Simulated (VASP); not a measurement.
# InCuO (P4/mmm) in VASP: a series of runs

InCuO is run at these levels: PBE; tasks: single point, relaxation of cell and atoms.

All numbers are computed with VASP 6.6.1; they aren't measurements. Logs are shortened: lines on timing, memory, paths and dates and some standing lists are left out, and cuts for length are marked.

## 1. The cell of the first run

The structure is tetragonal, space group P4/mmm (No. 123). The conventional cell has a = 2.955 Å, b = 2.955 Å, c = 5.271 Å, α = 90.00°, β = 90.00°, γ = 90.00°. Within 3.5 Å of In (site symmetry 4/mmm) lie 2 O at 2.64 Å and 4 In at 2.96 Å and 8 Cu at 3.36 Å. Cu (site symmetry 4/mmm) has 4 O at 2.09 Å within 2.8 Å. O (site symmetry 4/mmm) has 4 Cu at 2.09 Å and 2 In at 2.64 Å within 2.8 Å.

The cell was built from a structure type or drawn by symmetry, and may not be a known phase.

## 2. Single point, PBE

File INCAR:

```
SYSTEM = InCuO
  PREC = Accurate
  ENCUT = 520
  EDIFF = 1E-6
  ISMEAR = 0
  SIGMA = 0.1
  LREAL = .False.
  LASPH = .True.
  NELM = 60
  ALGO = Normal
  ISIF = 2
  LWAVE = .False.
  LCHARG = .False.
  GGA = PE
  NBANDS = 22
```

File KPOINTS:

```
regular mesh
0
Gamma
  16 16 10
  0 0 0
```

File POSCAR:

```
InCuO
1.0
    2.9553030830      0.0000000000      0.0000000000
    0.0000000000      2.9553030830      0.0000000000
    0.0000000000      0.0000000000      5.2707039085
In Cu O
1 1 1
Direct
    0.0000000000      0.0000000000      0.0000000000
    0.5000000000      0.5000000000      0.5000000000
    0.0000000000      0.0000000000      0.5000000000
```

Potentials or basis: VASP PAW PBE potentials, release 64 (In_d, Cu, O).

Run with:

```console
$ cat potpaw_PBE.64/In_d/POTCAR potpaw_PBE.64/Cu/POTCAR potpaw_PBE.64/O/POTCAR > POTCAR
$ mpirun -np 1 vasp_std > vasp.out
```

OUTCAR:

```text
SYSTEM = InCuO
   PREC = Accurate
   ENCUT = 520
   EDIFF = 1E-6
   ISMEAR = 0
   LREAL = .False.
   LASPH = .True.
   NELM = 60
   ISIF = 2
   GGA = PE

 ion  position               nearest neighbor table
   1  0.000  0.000  0.000-   3 2.64   3 2.64   2 3.36   2 3.36   2 3.36   2 3.36   2 3.36   2 3.36
                             2 3.36   2 3.36
   2  0.500  0.500  0.500-   3 2.09   3 2.09   3 2.09   3 2.09   1 3.36   1 3.36   1 3.36   1 3.36
                             1 3.36   1 3.36   1 3.36   1 3.36
   3  0.000  0.000  0.500-   2 2.09   2 2.09   2 2.09   2 2.09   1 2.64   1 2.64

  LATTYP: Found a simple tetragonal cell.
 ALAT       =     2.9553030830
 C/A-ratio  =     1.7834732210

  Lattice vectors:

 A1 = (   2.9553030830,   0.0000000000,   0.0000000000)
 A2 = (   0.0000000000,   2.9553030830,   0.0000000000)
 A3 = (   0.0000000000,   0.0000000000,   5.2707039085)

Analysis of symmetry for initial positions (statically):
=====================================================================
 Subroutine PRICEL returns:
 Original cell was already a primitive cell.

 Routine SETGRP: Setting up the symmetry group for a
 simple tetragonal supercell.

 Subroutine GETGRP returns: Found 16 space group operations
 (whereof 16 operations were pure point group operations)
 out of a pool of 16 trial point group operations.

The static configuration has the point symmetry D_4h.

Analysis of symmetry for dynamics (positions and initial velocities):
=====================================================================
 Subroutine PRICEL returns:
 Original cell was already a primitive cell.

 Routine SETGRP: Setting up the symmetry group for a
 simple tetragonal supercell.

 Subroutine GETGRP returns: Found 16 space group operations
 (whereof 16 operations were pure point group operations)
 out of a pool of 16 trial point group operations.

The dynamic configuration has the point symmetry D_4h.

 Subroutine INISYM returns: Found 16 space group operations
 (whereof 16 operations are pure point group operations),
 and found     1 'primitive' translations

----------------------------------------------------------------------------------------

                                     Primitive cell

  volume of cell :      46.0334

  direct lattice vectors                    reciprocal lattice vectors
     2.955303083  0.000000000  0.000000000     0.338374770  0.000000000  0.000000000
     0.000000000  2.955303083  0.000000000     0.000000000  0.338374770  0.000000000
     0.000000000  0.000000000  5.270703908     0.000000000  0.000000000  0.189727979

  length of vectors
     2.955303083  2.955303083  5.270703908     0.338374770  0.338374770  0.189727979

  position of ions in fractional coordinates (direct lattice)
     0.000000000  0.000000000  0.000000000
     0.500000000  0.500000000  0.500000000
     0.000000000  0.000000000  0.500000000

  ion indices of the primitive-cell ions
   primitive index   ion index
                 1           1
                 2           2
                 3           3

----------------------------------------------------------------------------------------

 KPOINTS: regular mesh

Automatic generation of k-mesh.
 Grid dimensions read from file:
 generate k-points for:   16   16   10

 Generating k-lattice:

  Cartesian coordinates                     Fractional coordinates (reciprocal lattice)
     0.021148423  0.000000000  0.000000000     0.062500000  0.000000000  0.000000000
     0.000000000  0.021148423  0.000000000     0.000000000  0.062500000  0.000000000
     0.000000000  0.000000000  0.018972798     0.000000000  0.000000000  0.100000000

  Length of vectors
     0.021148423  0.021148423  0.018972798

  Shift w.r.t. Gamma in fractional coordinates (k-lattice)
     0.000000000  0.000000000  0.000000000

 Subroutine IBZKPT returns following result:
 ===========================================

 Found    270 irreducible k-points:

 Following reciprocal coordinates:
            Coordinates               Weight
  0.000000  0.000000  0.000000      1.000000
  0.062500  0.000000  0.000000      4.000000
  0.125000  0.000000  0.000000      4.000000
  0.187500  0.000000  0.000000      4.000000
  0.250000  0.000000  0.000000      4.000000
  0.312500  0.000000  0.000000      4.000000
[... 16 lines left out ...]
  0.437500  0.125000  0.000000      8.000000
  0.500000  0.125000  0.000000      4.000000
 [... further k-points ...]
   k-points           NKPTS =    270   k-points in BZ     NKDIM =    270   number of bands    NBANDS=     22
   number of dos      NEDOS =    301   number of ions     NIONS =      3
   total plane-waves  NPLWV =  23040
   dimension x,y,z NGX =    24 NGY =   24 NGZ =   40
   dimension x,y,z NGXF=    48 NGYF=   48 NGZF=   80
   ions per type =               1   1   1
   NGX,Y,Z   is equivalent  to a cutoff of  13.50, 13.50, 12.62 a.u.
   NGXF,Y,Z  is equivalent  to a cutoff of  27.00, 27.00, 25.23 a.u.
 SYSTEM =  InCuO
   PREC   = accura    normal or accurate (medium, high low for compatibility)
   ISTART =      0    job   : 0-new  1-cont  2-samecut
   ICHARG =      2    charge: 1-file 2-atom 10-const
   ISPIN  =      1    spin polarized calculation?
   LNONCOLLINEAR =      F non collinear calculations
   LSORBIT =      F    spin-orbit coupling
   LASPH  =      T    aspherical Exc in radial PAW
   ENCUT  =  520.0 eV  38.22 Ry    6.18 a.u.   5.49  5.49  9.80*2*pi/ulx,y,z
   NELM   =     60;   NELMIN=  2; NELMDL= -5     # of ELM steps
   EDIFF  = 0.1E-05   stopping-criterion for ELM
   LREAL  =      F    real-space projection
   EDIFFG = 0.1E-04   stopping-criterion for IOM
   NSW    =      0    number of steps for IOM
   IBRION =     -1    ionic relax: 0-MD 1-quasi-New 2-CG
   NFREE  =      0    steps in history (QN), initial steepest desc. (CG)
   ISIF   =      2    stress and relaxation
   ISYM   =      2    0-nonsym 1-usesym 2-fastsym
   POTIM  = 0.5000    time-step for ionic-motion
   TEBEG  =    0.0;   TEEND  =   0.0 temperature during run
   PSTRESS=    0.0 pullay stress
   NELECT =      30.0000    total number of electrons
   NUPDOWN=      -1.0000    fix difference up-down
   EMIN   =  10.00;   EMAX   =-10.00  energy-range for DOS
   EFERMI =   0.00;   METHOD = LEGACY
   ISMEAR =     0;   SIGMA  =   0.10  broadening in eV -4-tet -1-fermi 0-gaus
   EFERMI_NEDOS =   21; number of points for ismear=-14 and -15
   IALGO  =     38    algorithm
   IMIX   =      4    mixing-type and parameters
     AMIX     =   0.40;   BMIX     =  1.00
     AMIX_MAG =   1.60;   BMIX_MAG =  1.00
  volume/ion in A,a.u.               =      15.34       103.55
  Fermi-wavevector in a.u.,A,eV,Ry     =   1.419355  2.682192 27.409869  2.014569
  Thomas-Fermi vector in A             =   2.540384
   LORBIT       =      0    0 simple, 1 ext, 2 COOP (PROOUT), +10 PAW based schemes
   GGA     = PE    functional components
   LHFCALC =     F    Hartree Fock is set to
   AEXX    =    0.0000 exact exchange contribution
   IVDW    =     0    specifies the selected vdW correction
   LEPSILON=     F    determine dielectric tensor
   LRPA    =     F    only Hartree local field effects (RPA)
 non-spin polarized calculation
 Gauss-broadening in eV      SIGMA  =   0.10
  energy-cutoff  :      520.00
  volume of cell :       46.03
 maximum number of plane-waves:      1260
 NGX is ok and might be reduce to    24
   NGX = 11   NGY = 11   NGZ = 19

 number of electron      30.0000014 magnetization

 Free energy of the ion-electron system (eV)
  ---------------------------------------------------
  ext. energy  EPLUGINS =         0.00000000
  ---------------------------------------------------
  free energy    TOTEN  =       -12.21528037 eV

  energy without entropy =      -12.20805420  energy(sigma->0) =      -12.21166729

 E-fermi :   6.7618     XC(G=0): -11.0316

 val. band max:        6.7539066333   @ k =   0.5000   0.1875   0.0000
 cond. band min:       6.7737401926   @ k =   0.3750   0.1250   0.5000
 fundamental gap:      0.0198335593
 Fermi energy:         6.7617697546

 k-point     1 :       0.0000    0.0000    0.0000
  band No.  band energies     occupation
      1     -12.0923      2.00000
      2      -8.3391      2.00000
      3      -7.9194      2.00000
      4      -7.5641      2.00000
      5      -7.5641      2.00000
      6      -7.4421      2.00000
[... 14 lines left out ...]
     21      19.8071      0.00000
     22      20.0906      0.00000

 k-point     2 :       0.0625    0.0000    0.0000
  band No.  band energies     occupation
      1     -12.0710      2.00000
      2      -8.3211      2.00000
      3      -7.9067      2.00000
      4      -7.5776      2.00000
      5      -7.5630      2.00000
      6      -7.4519      2.00000
[... 14 lines left out ...]
     21      19.3989      0.00000
     22      20.5979      0.00000

 k-point     3 :       0.1250    0.0000    0.0000
  band No.  band energies     occupation
      1     -12.0095      2.00000
      2      -8.2740      2.00000
      3      -7.8662      2.00000
      4      -7.6157      2.00000
      5      -7.5598      2.00000
      6      -7.4795      2.00000
[... 14 lines left out ...]
     21      19.0925      0.00000
     22      21.0568      0.00000
[... 476 lines left out ...]
 k-point    23 :       0.4375    0.1250    0.0000
  band No.  band energies     occupation
      1     -11.4690      2.00000
      2      -7.9683      2.00000
      3      -7.8799      2.00000
      4      -7.7443      2.00000
      5      -7.5825      2.00000
      6      -7.3893      2.00000
[... 14 lines left out ...]
     21      16.9264      0.00000
     22      18.8603      0.00000

 k-point    24 :       0.5000    0.1250    0.0000
  band No.  band energies     occupation
      1     -11.4455      2.00000
      2      -7.9633      2.00000
      3      -7.8919      2.00000
      4      -7.7544      2.00000
      5      -7.5812      2.00000
      6      -7.3632      2.00000
[... 14 lines left out ...]
     21      17.6640      0.00000
     22      18.0804      0.00000

 [... further k-points ...]

------------------------ aborting loop because EDIFF is reached ----------------------------------------

  FORCE on cell =-STRESS in cart. coord.  units (eV):
  Direction    XX          YY          ZZ          XY          YZ          ZX
  --------------------------------------------------------------------------------------
  -------------------------------------------------------------------------------------
  Total        0.0788016      0.0788016     -0.0306283      0.0000000      0.0000000      0.0000000
  in kB        2.7426646      2.7426646     -1.0660089      0.0000000      0.0000000      0.0000000
  external PRESSURE =       1.4731068 kB  Pullay stress =       0.0000000 kB

 VOLUME and BASIS-vectors are now :
 -----------------------------------------------------------------------------
  energy-cutoff  :      520.00
  volume of cell :       46.03
      direct lattice vectors                 reciprocal lattice vectors
     2.955303083  0.000000000  0.000000000     0.338374770  0.000000000  0.000000000
     0.000000000  2.955303083  0.000000000     0.000000000  0.338374770  0.000000000
     0.000000000  0.000000000  5.270703908     0.000000000  0.000000000  0.189727979

 POSITION                                       TOTAL-FORCE (eV/Angst)
 -----------------------------------------------------------------------------------
      0.00000      0.00000      0.00000         0.000000      0.000000      0.000000
      1.47765      1.47765      2.63535         0.000000      0.000000      0.000000
      0.00000      0.00000      2.63535         0.000000      0.000000      0.000000
 -----------------------------------------------------------------------------------
    total drift:                                0.000000      0.000000     -0.000000

  FREE ENERGIE OF THE ION-ELECTRON SYSTEM (eV)
  ---------------------------------------------------
  free  energy   TOTEN  =       -12.2152803735 eV

  energy  without entropy=      -12.2080542014  energy(sigma->0) =      -12.21166729
```

Run time: 84 s. Hardware: 1 thread of Intel Xeon 6975P-C (Granite Rapids), shared host; peak memory 0.39 GiB.

What came out:

```yaml
Free_energy: -12.2153 eV
Pressure: 0.1 GPa
Band_gap_on_the_k_mesh: zero (bands 15 and 16 overlap by 1.44 eV)
```

Caveat: spin-orbit coupling is left out, which moves the levels of the heavy elements. With open d or f shells a metallic result of PBE can be an artefact of self-interaction; +U or a hybrid may open a gap.

## 3. Relaxation of cell and atoms, PBE, collinear spin

This run uses another cell than the first one, of 17.92 Å³/atom.

File INCAR:

```
SYSTEM = InCuO
PREC = Accurate
ENCUT = 600
EDIFF = 1E-6
ISMEAR = 0
SIGMA = 0.1
LREAL = .FALSE.
LASPH = .TRUE.
NELM = 150
ALGO = Normal
ISIF = 3
LWAVE = .FALSE.
LCHARG = .FALSE.
ISPIN = 2
MAGMOM = 0 1 0
LORBIT = 11
LMAXMIX = 4
GGA = PE
IBRION = 2
NSW = 90
EDIFFG = -0.04
```

File KPOINTS:

```
Automatic mesh
0
G
  6 6 4
  0 0 0
```

File POSCAR:

```
InCuO
1.0
    2.8988046700      0.0000000000      0.0000000000
    0.0000000000      2.8988046700      0.0000000000
    0.0000000000      0.0000000000      6.3977640500
In Cu O
1 1 1
Direct
    0.0000000000      0.0000000000      0.0000000000
    0.5000000000      0.5000000000      0.5000000000
    0.0000000000      0.0000000000      0.5000000000
```

Potentials or basis: VASP PAW PBE potentials, release 64 (In_d, Cu, O).

Run with:

```console
$ cat potpaw_PBE.64/In_d/POTCAR potpaw_PBE.64/Cu/POTCAR potpaw_PBE.64/O/POTCAR > POTCAR
$ mpirun -np 1 vasp_std > vasp.out
```

It took 5.4 min on 1 thread of Intel Xeon 6975P-C (Granite Rapids), shared host; peak memory 0.25 GiB.

It converged, with:

* Free energy: -12.2677 eV
* Relaxed volume: 15.43 Å³/atom
* Relaxed cell: a = 2.937 Å, b = 2.937 Å, c = 5.368 Å, α = 90.00°, β = 90.00°, γ = 90.00°
* Space group after relaxing (to 0.1 Å): P4/mmm (No. 123)
* Energy gained by relaxing: 77.0 meV/atom
* Ionic steps: 12
* Pressure after relaxing: 0.1 GPa
* Band gap on the k mesh: zero (filled and empty bands overlap)
* Net moment: 0.00 μB per cell
* Valence electrons inside the program's atomic spheres: In 11.37; Cu 9.81; O 4.91

Stress tensor (GPa, compression positive):
```
 0.25  0.00  0.00
 0.00  0.25  0.00
 0.00  0.00 -0.13
```

Step by step:
```tsv
step	energy change (eV)	largest force (eV/Å)	pressure (GPa)	volume (Å³)
1	0.0000	0.0000	-2.90	53.76
2	-0.0689	0.0000	-0.96	51.26
3	-0.1220	0.0000	2.06	48.28
4	-0.0494	0.0000	12.39	42.54
5	-0.1305	0.0000	3.82	47.06
6	-0.1628	0.0000	3.31	46.65
7	-0.2132	0.0000	2.92	45.54
8	-0.1515	0.0000	5.14	43.04
9	-0.2192	0.0000	2.88	44.90
10	-0.2286	0.0000	1.27	45.67
11	-0.2309	0.0000	0.30	46.17
12	-0.2310	0.0000	0.12	46.30
```

Final structure:
```
In Cu O
1.0
     2.93679    0.00000    0.00000
     0.00000    2.93679    0.00000
     0.00000    0.00000    5.36844
In Cu O
1 1 1
Direct
  0.00000 0.00000 0.00000
  0.50000 0.50000 0.50000
  0.00000 0.00000 0.50000
```

Levels at points of the mesh, in eV from the Fermi level:
Spin up:
| k point | band 13 | band 14 | band 15 | band 16 | band 17 | band 18 |
| --- | --- | --- | --- | --- | --- | --- |
| (0.00, 0.00, 0.00) | -2.10 | -2.10 | -2.01 | 1.82 | 2.53 | 9.33 |
| (0.50, 0.00, 0.00) | -1.75 | -1.20 | -0.71 | 0.83 | 3.26 | 5.23 |
| (0.50, 0.50, 0.00) | -1.67 | -1.54 | 0.77 | 0.77 | 1.34 | 2.88 |
| (0.00, 0.00, 0.50) | -2.12 | -2.11 | -2.11 | -0.67 | 6.03 | 7.82 |
| (0.50, 0.00, 0.50) | -1.96 | -1.61 | -0.69 | 0.83 | 2.63 | 5.34 |
| (0.50, 0.50, 0.50) | -1.67 | -1.54 | 0.76 | 0.76 | 2.54 | 3.62 |
Spin down:
```
           k point  band 11  band 12  band 13  band 14  band 15  band 16  band 17  band 18  band 19  band 20
(0.00, 0.00, 0.00)    -2.97    -2.12    -2.10    -2.10    -2.01     1.82     2.53     9.33     9.33    11.78
(0.50, 0.00, 0.00)    -3.41    -2.05    -1.75    -1.20    -0.71     0.83     3.26     5.23     7.74     7.95
(0.50, 0.50, 0.00)    -2.55    -2.24    -1.67    -1.54     0.77     0.77     1.34     2.88     6.64     8.19
(0.00, 0.00, 0.50)    -2.97    -2.68    -2.12    -2.11    -2.11    -0.67     6.03     7.82     9.31     9.31
(0.50, 0.00, 0.50)    -2.30    -2.05    -1.96    -1.61    -0.69     0.83     2.63     5.34     7.53     9.90
(0.50, 0.50, 0.50)    -2.72    -2.21    -1.67    -1.54     0.76     0.76     2.54     3.62     4.12     6.98
```

Caveat: the k points lie up to 0.36 Å⁻¹ apart in the final cell, too coarse for converged energies and pressures of a metal; a cell axis changed by over 15 % at a fixed basis, so the end point is rough; spin-orbit coupling is left out, which moves the levels of the heavy elements.
